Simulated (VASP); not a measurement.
# Al in VASP: single point with PBE

Aim: the single point of Al with PBE.

Program: VASP 6.6.1. These are calculated values, not measurements. Logs are shortened: lines on timing, memory, paths and dates and some standing lists are left out, and cuts for length are marked.

## 1. The cell of the first run

The cell holds a slab with vacuum, 4 atoms: a = 3.003 Å, b = 3.003 Å, c = 28.127 Å, α = 90.00°, β = 90.00°, γ = 120.00°.

## 2. Single point, PBE

File INCAR:

```
SYSTEM = Al
ALGO = Normal
DIPOL = 0.5 0.5 0.667
EDIFF = 1E-6
ENCUT = 400
GGA = PE
GGA_COMPAT = .FALSE.
IDIPOL = 3
ISIF = 2
ISMEAR = 1
LASPH = .TRUE.
LCHARG = .FALSE.
LDIPOL = .TRUE.
LREAL = .FALSE.
LWAVE = .FALSE.
NBANDS = 14
NELM = 120
NELMDL = -8
PREC = Accurate
SIGMA = 0.1
```

File KPOINTS:

```
k-points
0
G
  15 15 1
  0 0 0
```

File POSCAR:

```
Al
1.0
    3.0028735933      0.0000000291      0.0000000000
   -1.5014368219      2.6005648016      0.0000000000
    0.0000000000      0.0000000000     28.1269675229
Al
4
Direct
    0.6666666667      0.3333333333      0.5494056314
    0.3333333333      0.6666666667      0.6283640042
    0.0000000000      0.0000000000      0.7056448015
    0.6666666667      0.3333333333      0.7847781415
```

Potentials or basis: VASP PAW PBE potentials, release 64 (Al).

The run is started by

```sh
$ cat potpaw_PBE.64/Al/POTCAR > POTCAR
$ mpirun -np 1 vasp_std > vasp.out
```

OUTCAR:

```text
SYSTEM = Al
   EDIFF = 1E-6
   ENCUT = 400
   GGA = PE
   ISIF = 2
   ISMEAR = 1
   LASPH = .TRUE.
   LREAL = .FALSE.
   NELM = 120
   NELMDL = -8
   PREC = Accurate

 ion  position               nearest neighbor table
   1  0.667  0.333  0.549-   2 2.82   2 2.82   2 2.82
   2  0.333  0.667  0.628-   3 2.78   3 2.78   3 2.78   1 2.82   1 2.82   1 2.82
   3  0.000  0.000  0.706-   2 2.78   2 2.78   2 2.78   4 2.82   4 2.82   4 2.82
   4  0.667  0.333  0.785-   3 2.82   3 2.82   3 2.82

  LATTYP: Found a hexagonal cell.
 ALAT       =     3.0028735933
 C/A-ratio  =     9.3666838277

  Lattice vectors:

 A1 = (   3.0028735933,   0.0000000291,   0.0000000000)
 A2 = (  -1.5014368219,   2.6005648016,   0.0000000000)
 A3 = (   0.0000000000,   0.0000000000,  28.1269675229)

Analysis of symmetry for initial positions (statically):
=====================================================================
 Subroutine PRICEL returns:
 Original cell was already a primitive cell.

 Routine SETGRP: Setting up the symmetry group for a
 hexagonal supercell.

 Subroutine GETGRP returns: Found  6 space group operations
 (whereof  6 operations were pure point group operations)
 out of a pool of 24 trial point group operations.

The static configuration has the point symmetry C_3v.

Analysis of symmetry for dynamics (positions and initial velocities):
=====================================================================
 Subroutine PRICEL returns:
 Original cell was already a primitive cell.

 Routine SETGRP: Setting up the symmetry group for a
 hexagonal supercell.

 Subroutine GETGRP returns: Found  6 space group operations
 (whereof  6 operations were pure point group operations)
 out of a pool of 24 trial point group operations.

The dynamic configuration has the point symmetry C_3v.

 Subroutine INISYM returns: Found  6 space group operations
 (whereof  6 operations are pure point group operations),
 and found     1 'primitive' translations

----------------------------------------------------------------------------------------

                                     Primitive cell

  volume of cell :     219.6482

  direct lattice vectors                    reciprocal lattice vectors
     3.002873593  0.000000029  0.000000000     0.333014349  0.192265928  0.000000000
[... 109 lines left out ...]
     AMIX     =   0.40;   BMIX     =  1.00
     AMIX_MAG =   1.60;   BMIX_MAG =  1.00
  volume/ion in A,a.u.               =      54.91       370.56
  Fermi-wavevector in a.u.,A,eV,Ry     =   0.621192  1.173883  5.250214  0.385880
  Thomas-Fermi vector in A             =   1.680610
   LORBIT       =      0    0 simple, 1 ext, 2 COOP (PROOUT), +10 PAW based schemes
   GGA     = PE    functional components
   LHFCALC =     F    Hartree Fock is set to
   AEXX    =    0.0000 exact exchange contribution
   IVDW    =     0    specifies the selected vdW correction
   LEPSILON=     F    determine dielectric tensor
   LRPA    =     F    only Hartree local field effects (RPA)
 non-spin polarized calculation
 Methfessel and Paxton  Order N= 1 SIGMA  =   0.10
  energy-cutoff  :      400.00
  volume of cell :      219.65
 maximum number of plane-waves:      4053
 NGX is ok and might be reduce to    20
   NGX =  9   NGY =  9   NGZ = 91

 dipolmoment           0.000000      0.000000      0.000021 electrons x Angstroem

 number of electron      12.0000000 magnetization

 dipolmoment           0.000000      0.000000     -0.000101 electrons x Angstroem

 Free energy of the ion-electron system (eV)
  ---------------------------------------------------
  ext. energy  EPLUGINS =         0.00000000
  ---------------------------------------------------
  free energy    TOTEN  =       -14.00509458 eV

  energy without entropy =      -14.00259004  energy(sigma->0) =      -14.00425973

 E-fermi :  -0.4509     XC(G=0):  -3.8235

 val. band max:       -0.4566066018   @ k =   0.3333   0.2000   0.0000
 cond. band min:      -0.3933132428   @ k =   0.2667   0.2000   0.0000
 fundamental gap:      0.0632933590
 Fermi energy:        -0.4509044784

 k-point     1 :       0.0000    0.0000    0.0000
  band No.  band energies     occupation
      1     -10.8474      2.00000
      2      -9.6229      2.00000
      3      -7.8622      2.00000
      4      -5.3443      2.00000
      5      -3.0406      2.00000
      6       0.1102     -0.00000
      7       2.4232      0.00000
      8       3.4689      0.00000
      9       3.7149      0.00000
     10       4.5040      0.00000
     11       4.6086      0.00000
     12       6.0727      0.00000
     13       6.1913      0.00000
     14       8.1779      0.00000
[... 377 lines left out ...]
      1      -4.8696      2.00000
      2      -4.8548      2.00000
      3      -3.7546      2.00000
      4      -3.6266      2.00000
      5      -2.1475      2.00000
      6      -1.7244      2.00000
      7      -0.7577      2.00013
      8       0.1209     -0.00000
      9       0.7826     -0.00000
     10       0.8329     -0.00000
     11       2.1391      0.00000
     12       2.6021      0.00000
     13       3.0804      0.00000
     14       4.6163      0.00000

 [... further k-points ...]

------------------------ aborting loop because EDIFF is reached ----------------------------------------

 vacuum level on the upper side and lower side of the slab       (xc-potential included)        -0.176        -0.173

  FORCE on cell =-STRESS in cart. coord.  units (eV):
  Direction    XX          YY          ZZ          XY          YZ          ZX
  --------------------------------------------------------------------------------------
  -------------------------------------------------------------------------------------
  Total       -3.1057519     -3.1057519      0.8566269      0.0000000     -0.0000000      0.0000000
  in kB      -22.6542505    -22.6542505      6.2484837      0.0000000     -0.0000000      0.0000000
  external PRESSURE =     -13.0200058 kB  Pullay stress =       0.0000000 kB

 VOLUME and BASIS-vectors are now :
 -----------------------------------------------------------------------------
  energy-cutoff  :      400.00
  volume of cell :      219.65
      direct lattice vectors                 reciprocal lattice vectors
     3.002873593  0.000000029  0.000000000     0.333014349  0.192265928  0.000000000
    -1.501436822  2.600564802  0.000000000    -0.000000004  0.384531850  0.000000000
     0.000000000  0.000000000 28.126967523     0.000000000  0.000000000  0.035553068

 POSITION                                       TOTAL-FORCE (eV/Angst)
 -----------------------------------------------------------------------------------
      1.50144      0.86685     15.45311        -0.000000      0.000000     -0.105444
     -0.00000      1.73371     17.67397         0.000000     -0.000000     -0.093001
      0.00000      0.00000     19.84765        -0.000000      0.000000      0.109018
      1.50144      0.86685     22.07343         0.000000     -0.000000      0.089427
 -----------------------------------------------------------------------------------
    total drift:                               -0.000000      0.000000     -0.000011

  FREE ENERGIE OF THE ION-ELECTRON SYSTEM (eV)
  ---------------------------------------------------
  free  energy   TOTEN  =       -14.0050945784 eV

  energy  without entropy=      -14.0025900446  energy(sigma->0) =      -14.00425973

 vacuum level on the upper side and lower side of the slab         3.569         3.572
```

OSZICAR:

```text
N       E                     dE             d eps       ncg     rms          rms(c)
DAV:   1     0.242545351318E+02    0.24255E+02   -0.31967E+03   756   0.476E+02
DAV:   2    -0.132183993168E+02   -0.37473E+02   -0.34399E+02  1074   0.881E+01
DAV:   3    -0.145921776774E+02   -0.13738E+01   -0.13513E+01  1010   0.172E+01
[... 19 lines left out ...]
DAV:  23    -0.140050890719E+02   -0.19525E-04   -0.18096E-06   772   0.379E-03    0.721E-04
DAV:  24    -0.140050919079E+02   -0.28360E-05   -0.18802E-07   750   0.160E-03    0.218E-04
DAV:  25    -0.140050929801E+02   -0.10722E-05   -0.32617E-08   702   0.697E-04    0.191E-04
DAV:  26    -0.140050939950E+02   -0.10149E-05   -0.26425E-08   700   0.479E-04    0.912E-05
DAV:  27    -0.140050945784E+02   -0.58337E-06   -0.21492E-08   676   0.376E-04
   1 F= -.14005095E+02 E0= -.14004260E+02  d E =-.250453E-02
```

stdout:

```text
POSCAR found type information on POSCAR Al
 POSCAR found :  1 types and       4 ions
 scaLAPACK will be used
 LDA part: xc-table for (Slater+PW92), standard interpolation
 POSCAR, INCAR and KPOINTS ok, starting setup
 FFT: planning ... GRIDC
 FFT: planning ... GRID_SOFT
 FFT: planning ... GRID
 WAVECAR not read
 entering main loop
```

Wall time 3.2 min (1 thread of Intel Xeon 8259CL, shared host); peak memory 0.27 GiB.

Results:

```
Free energy            : -14.0051 eV
Largest force          : 0.109 eV/Å
Band gap on the k mesh : zero (band 6 reaches 1.11 eV, above the bottom of band 7 at -1.12 eV)
```

Forces on the atoms (eV/Å):
```
Al   0.000  0.000 -0.105
Al   0.000  0.000 -0.093
Al   0.000  0.000  0.109
Al   0.000  0.000  0.089
```

Levels at points of the mesh, in eV from the Fermi level:
| k point | band 4 | band 5 | band 6 | band 7 | band 8 | band 9 |
| --- | --- | --- | --- | --- | --- | --- |
| (0.00, 0.00, 0.00) | -4.89 | -2.59 | 0.56 | 2.87 | 3.92 | 4.17 |
